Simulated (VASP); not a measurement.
# CuO (Fm-3m) in VASP: notebook

CuO is run at these levels: PBEsol, PBE; tasks: single point.

Program: VASP 6.6.1. These are calculated values, not measurements. Logs are shortened: lines on timing, memory, paths and dates and some standing lists are left out, and cuts for length are marked.

## Step 1: The cell of the first run

The structure is cubic, space group Fm-3m (No. 225). The conventional cell has a = 4.226 Å, b = 4.226 Å, c = 4.226 Å, α = 90.00°, β = 90.00°, γ = 90.00°. Cu (site symmetry m-3m) has 6 O at 2.11 Å within 2.8 Å. O (site symmetry m-3m) has 6 Cu at 2.11 Å within 2.8 Å.

## Step 2: Single point, PBEsol (functional PBEsol, strained)

INCAR

```
  PREC = Accurate
  ENCUT = 520
  EDIFF = 1E-7
  ISMEAR = 0
  SIGMA = 0.1
  LREAL = False
  LASPH = True
  NELM = 100
  ALGO = Normal
  ISIF = 2
  LWAVE = False
  LCHARG = False
  GGA = PS
  NBANDS = 16
```

KPOINTS

```
regular mesh
0
Gamma
  18 18 18
```

POSCAR

```
CuO
1.0
    0.0000000000      2.1128983512      2.1128983512
    2.1128983512      0.0000000000      2.1128983512
    2.1128983512      2.1128983512      0.0000000000
Cu O
1 1
Direct
    0.0000000000      0.0000000000      0.0000000000
    0.5000000000      0.5000000000      0.5000000000
```

Potentials or basis: VASP PAW PBE potentials, release 64 (Cu, O).

Run with:

```
> cat potpaw_PBE.64/Cu/POTCAR potpaw_PBE.64/O/POTCAR > POTCAR
> mpirun -np 1 vasp_std > vasp.out
```

OUTCAR:

```text
PREC = Accurate
   ENCUT = 520
   EDIFF = 1E-7
   ISMEAR = 0
   LREAL = False
   LASPH = True
   NELM = 100
   ISIF = 2
   GGA = PS

 ion  position               nearest neighbor table
   1  0.000  0.000  0.000-   2 2.11   2 2.11   2 2.11   2 2.11   2 2.11   2 2.11
   2  0.500  0.500  0.500-   1 2.11   1 2.11   1 2.11   1 2.11   1 2.11   1 2.11

  LATTYP: Found a face centered cubic cell.
 ALAT       =     4.2257967024

  Lattice vectors:

 A1 = (   0.0000000000,   2.1128983512,   2.1128983512)
 A2 = (   2.1128983512,   0.0000000000,   2.1128983512)
 A3 = (   2.1128983512,   2.1128983512,   0.0000000000)

Analysis of symmetry for initial positions (statically):
=====================================================================
 Subroutine PRICEL returns:
 Original cell was already a primitive cell.

 Routine SETGRP: Setting up the symmetry group for a
 face centered cubic supercell.

 Subroutine GETGRP returns: Found 48 space group operations
 (whereof 48 operations were pure point group operations)
 out of a pool of 48 trial point group operations.

The static configuration has the point symmetry O_h .

Analysis of symmetry for dynamics (positions and initial velocities):
=====================================================================
 Subroutine PRICEL returns:
 Original cell was already a primitive cell.

 Routine SETGRP: Setting up the symmetry group for a
 face centered cubic supercell.

 Subroutine GETGRP returns: Found 48 space group operations
 (whereof 48 operations were pure point group operations)
 out of a pool of 48 trial point group operations.

The dynamic configuration has the point symmetry O_h .

 Subroutine INISYM returns: Found 48 space group operations
 (whereof 48 operations are pure point group operations),
 and found     1 'primitive' translations

----------------------------------------------------------------------------------------

                                     Primitive cell

  volume of cell :      18.8654

  direct lattice vectors                    reciprocal lattice vectors
     0.000000000  2.112898351  2.112898351    -0.236641767  0.236641767  0.236641767
     2.112898351  0.000000000  2.112898351     0.236641767 -0.236641767  0.236641767
     2.112898351  2.112898351  0.000000000     0.236641767  0.236641767 -0.236641767

  length of vectors
     2.988089504  2.988089504  2.988089504     0.409875564  0.409875564  0.409875564

  position of ions in fractional coordinates (direct lattice)
     0.000000000  0.000000000  0.000000000
     0.500000000  0.500000000  0.500000000

  ion indices of the primitive-cell ions
   primitive index   ion index
                 1           1
                 2           2

----------------------------------------------------------------------------------------

 KPOINTS: regular mesh

Automatic generation of k-mesh.
 Grid dimensions read from file:
 generate k-points for:   18   18   18

 Generating k-lattice:

  Cartesian coordinates                     Fractional coordinates (reciprocal lattice)
    -0.013146765  0.013146765  0.013146765     0.055555556  0.000000000  0.000000000
     0.013146765 -0.013146765  0.013146765     0.000000000  0.055555556  0.000000000
     0.013146765  0.013146765 -0.013146765     0.000000000  0.000000000  0.055555556

  Length of vectors
     0.022770865  0.022770865  0.022770865

  Shift w.r.t. Gamma in fractional coordinates (k-lattice)
     0.000000000  0.000000000  0.000000000

 Subroutine IBZKPT returns following result:
 ===========================================

 Found    195 irreducible k-points:

 Following reciprocal coordinates:
            Coordinates               Weight
  0.000000  0.000000  0.000000      1.000000
  0.055556  0.000000  0.000000      8.000000
  0.111111  0.000000  0.000000      8.000000
  0.166667  0.000000  0.000000      8.000000
  0.222222  0.000000  0.000000      8.000000
  0.277778  0.000000  0.000000      8.000000
[... 16 lines left out ...]
 -0.277778  0.055556  0.000000     24.000000
 -0.222222  0.055556  0.000000     24.000000
 [... further k-points ...]
   k-points           NKPTS =    195   k-points in BZ     NKDIM =    195   number of bands    NBANDS=     16
   number of dos      NEDOS =    301   number of ions     NIONS =      2
   total plane-waves  NPLWV =  13824
   dimension x,y,z NGX =    24 NGY =   24 NGZ =   24
   dimension x,y,z NGXF=    48 NGYF=   48 NGZF=   48
   ions per type =               1   1
   NGX,Y,Z   is equivalent  to a cutoff of  13.35, 13.35, 13.35 a.u.
   NGXF,Y,Z  is equivalent  to a cutoff of  26.71, 26.71, 26.71 a.u.
 SYSTEM =  unknown system
   PREC   = accura    normal or accurate (medium, high low for compatibility)
   ISTART =      0    job   : 0-new  1-cont  2-samecut
   ICHARG =      2    charge: 1-file 2-atom 10-const
   ISPIN  =      1    spin polarized calculation?
   LNONCOLLINEAR =      F non collinear calculations
   LSORBIT =      F    spin-orbit coupling
   LASPH  =      T    aspherical Exc in radial PAW
   ENCUT  =  520.0 eV  38.22 Ry    6.18 a.u.   5.56  5.56  5.56*2*pi/ulx,y,z
   NELM   =    100;   NELMIN=  2; NELMDL= -5     # of ELM steps
   EDIFF  = 0.1E-06   stopping-criterion for ELM
   LREAL  =      F    real-space projection
   EDIFFG = 0.1E-05   stopping-criterion for IOM
   NSW    =      0    number of steps for IOM
   IBRION =     -1    ionic relax: 0-MD 1-quasi-New 2-CG
   NFREE  =      0    steps in history (QN), initial steepest desc. (CG)
   ISIF   =      2    stress and relaxation
   ISYM   =      2    0-nonsym 1-usesym 2-fastsym
   POTIM  = 0.5000    time-step for ionic-motion
   TEBEG  =    0.0;   TEEND  =   0.0 temperature during run
   PSTRESS=    0.0 pullay stress
   NELECT =      17.0000    total number of electrons
   NUPDOWN=      -1.0000    fix difference up-down
   EMIN   =  10.00;   EMAX   =-10.00  energy-range for DOS
   EFERMI =   0.00;   METHOD = LEGACY
   ISMEAR =     0;   SIGMA  =   0.10  broadening in eV -4-tet -1-fermi 0-gaus
   EFERMI_NEDOS =   21; number of points for ismear=-14 and -15
   IALGO  =     38    algorithm
   IMIX   =      4    mixing-type and parameters
     AMIX     =   0.40;   BMIX     =  1.00
     AMIX_MAG =   1.60;   BMIX_MAG =  1.00
  volume/ion in A,a.u.               =       9.43        63.65
  Fermi-wavevector in a.u.,A,eV,Ry     =   1.581257  2.988143 34.019661  2.500375
  Thomas-Fermi vector in A             =   2.681360
   LORBIT       =      0    0 simple, 1 ext, 2 COOP (PROOUT), +10 PAW based schemes
   GGA     = PS    functional components
   LHFCALC =     F    Hartree Fock is set to
   AEXX    =    0.0000 exact exchange contribution
   IVDW    =     0    specifies the selected vdW correction
   LEPSILON=     F    determine dielectric tensor
   LRPA    =     F    only Hartree local field effects (RPA)
 non-spin polarized calculation
 Gauss-broadening in eV      SIGMA  =   0.10
  energy-cutoff  :      520.00
  volume of cell :       18.87
 maximum number of plane-waves:       531
 NGX is ok and might be reduce to    24
   NGX = 11   NGY = 11   NGZ = 11

 number of electron      17.0000004 magnetization

 Free energy of the ion-electron system (eV)
  ---------------------------------------------------
  ext. energy  EPLUGINS =         0.00000000
  ---------------------------------------------------
  free energy    TOTEN  =       -10.45953407 eV

  energy without entropy =      -10.45061830  energy(sigma->0) =      -10.45507619

 E-fermi :   6.1200     XC(G=0): -12.7184

 val. band max:        6.1062814871   @ k =   0.5000   0.2778   0.1111
 cond. band min:       6.1251302926   @ k =  -0.3889   0.2778   0.1111
 fundamental gap:      0.0188488054
 Fermi energy:         6.1199822118

 k-point     1 :       0.0000    0.0000    0.0000
  band No.  band energies     occupation
      1     -13.4233      2.00000
      2       3.6510      2.00000
      3       3.6510      2.00000
      4       3.6510      2.00000
      5       3.7425      2.00000
      6       3.7425      2.00000
[... 8 lines left out ...]
     15      27.3299      0.00000
     16      27.3299      0.00000

 k-point     2 :       0.0556    0.0000    0.0000
  band No.  band energies     occupation
      1     -13.3891      2.00000
      2       3.2391      2.00000
      3       3.3065      2.00000
      4       3.3065      2.00000
      5       3.6963      2.00000
      6       3.6964      2.00000
[... 8 lines left out ...]
     15      27.1286      0.00000
     16      27.1286      0.00000

 k-point     3 :       0.1111    0.0000    0.0000
  band No.  band energies     occupation
      1     -13.2890      2.00000
      2       2.5473      2.00000
      3       2.8519      2.00000
      4       2.8519      2.00000
      5       3.7457      2.00000
      6       3.7457      2.00000
[... 8 lines left out ...]
     15      26.9240      0.00000
     16      26.9240      0.00000

 k-point     4 :       0.1667    0.0000    0.0000
  band No.  band energies     occupation
      1     -13.1306      2.00000
      2       1.7405      2.00000
      3       2.4297      2.00000
      4       2.4297      2.00000
      5       3.8237      2.00000
      6       3.8237      2.00000
[... 8 lines left out ...]
     15      27.0760      0.00000
     16      27.0760      0.00000
[... 324 lines left out ...]
 k-point    22 :      -0.3333    0.0556    0.0000
  band No.  band energies     occupation
      1     -12.3835      2.00000
      2      -0.6858      2.00000
      3       1.3558      2.00000
      4       1.4438      2.00000
      5       4.1196      2.00000
      6       4.1852      2.00000
[... 8 lines left out ...]
     15      28.5985      0.00000
     16      30.0480      0.00000

 k-point    23 :      -0.2778    0.0556    0.0000
  band No.  band energies     occupation
      1     -12.6019      2.00000
      2      -0.0915      2.00000
      3       1.5646      2.00000
      4       1.7044      2.00000
      5       4.0160      2.00000
      6       4.0985      2.00000
[... 8 lines left out ...]
     15      27.6325      0.00000
     16      29.3731      0.00000

 k-point    24 :      -0.2222    0.0556    0.0000
  band No.  band energies     occupation
      1     -12.8303      2.00000
      2       0.6078      2.00000
      3       1.8369      2.00000
      4       2.0333      2.00000
      5       3.9086      2.00000
      6       4.0055      2.00000
[... 8 lines left out ...]
     15      26.7962      0.00000
     16      28.7545      0.00000

 [... further k-points ...]
[... 5 lines left out ...]
  --------------------------------------------------------------------------------------
  -------------------------------------------------------------------------------------
  Total       -0.7576550     -0.7576550     -0.7576550     -0.0000000      0.0000000     -0.0000000
  in kB      -64.3452169    -64.3452169    -64.3452169     -0.0000000      0.0000000     -0.0000000
  external PRESSURE =     -64.3452169 kB  Pullay stress =       0.0000000 kB

 VOLUME and BASIS-vectors are now :
 -----------------------------------------------------------------------------
  energy-cutoff  :      520.00
  volume of cell :       18.87
      direct lattice vectors                 reciprocal lattice vectors
     0.000000000  2.112898351  2.112898351    -0.236641767  0.236641767  0.236641767
     2.112898351  0.000000000  2.112898351     0.236641767 -0.236641767  0.236641767
     2.112898351  2.112898351  0.000000000     0.236641767  0.236641767 -0.236641767

 POSITION                                       TOTAL-FORCE (eV/Angst)
 -----------------------------------------------------------------------------------
      0.00000      0.00000      0.00000        -0.000000      0.000000     -0.000000
      2.11290      2.11290      2.11290         0.000000     -0.000000      0.000000
 -----------------------------------------------------------------------------------
    total drift:                                0.000000     -0.000000     -0.000000

  FREE ENERGIE OF THE ION-ELECTRON SYSTEM (eV)
  ---------------------------------------------------
  free  energy   TOTEN  =       -10.4595340730 eV

  energy  without entropy=      -10.4506183041  energy(sigma->0) =      -10.45507619
```

Run time: 30 s. Hardware: 1 thread of Intel Xeon Platinum 8488C (Sapphire Rapids), shared host; peak memory 0.18 GiB.

What came out:

- Free energy: -10.4595 eV
- Pressure: -6.4 GPa

Levels at points of the mesh, in eV from the Fermi level:
```
           k point  band 7  band 8  band 9  band 10  band 11  band 12
(0.00, 0.00, 0.00)   -2.38   -2.24   -2.24     1.38    17.97    18.57
(0.50, 0.00, 0.00)   -1.39    0.75    0.75     5.60     9.61    13.66
(0.50, 0.50, 0.00)   -1.64   -1.64   -1.48     5.57    10.54    11.94
```

Caveat: the cell differs from its parent crystal (functional PBEsol, strained); the PAW data sets were made with another functional, which shifts forces and pressure a little; an odd number of electrons without spin polarisation forces a metal; a magnetic or distorted state may lie lower; semilocal functionals often make such compounds metallic where correlation or magnetic order opens a gap, which also shifts bond lengths.

[end of part 1 of 2]
